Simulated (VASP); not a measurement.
A run of VASP 6.6.1:

Contents of POSCAR:

```
Pd
1.0
    0.0000000000      1.9465000000      1.9465000000
    1.9465000000      0.0000000000      1.9465000000
    1.9465000000      1.9465000000      0.0000000000
Pd
1
Direct
    0.0000000000      0.0000000000      0.0000000000
```

The input INCAR.step1:

```
ALGO = Normal
EDIFF = 1E-7
ENCUT = 520
GGA = PE
ISIF = 2
ISMEAR = -1
ISPIN = 2
LASPH = T
LCHARG = T
LMAXMIX = 4
LREAL = F
LWAVE = F
MAGMOM = 0.6
NBANDS = 15
NELM = 150
PREC = Accurate
SIGMA = 0.08
```

File KPOINTS.step1:

```
k-points
0
Gamma
  17 17 17
```

Contents of INCAR.step2:

```
ALGO = Normal
EDIFF = 1E-7
ENCUT = 520
GGA = PE
ICHARG = 11
ISIF = 2
ISMEAR = -5
ISPIN = 2
LASPH = T
LCHARG = F
LMAXMIX = 4
LORBIT = 11
LREAL = F
LWAVE = F
MAGMOM = 0.6
NBANDS = 15
NEDOS = 2001
NELM = 150
PREC = Accurate
SIGMA = 0.08
```

File KPOINTS.step2:

```
k-points
0
Gamma
  26 26 26
```

Potentials or basis: VASP PAW PBE potentials, release 64 (Pd).

Run with:

```sh
$ cat potpaw_PBE.64/Pd/POTCAR > POTCAR
$ cp INCAR.step1 INCAR
$ cp KPOINTS.step1 KPOINTS
$ mpirun -np 1 vasp_std > vasp.out
$ cp INCAR.step2 INCAR
$ cp KPOINTS.step2 KPOINTS
$ mpirun -np 1 vasp_std > vasp.out
```

Hardware: 1 thread of Intel Xeon 8259CL, with other jobs on the host.

Question: Estimate the wall time of this run.

Answer: Run time: 5.6 min on 1 thread of Intel Xeon 8259CL (shared host), peak memory 0.27 GiB. Counts: k points 511.
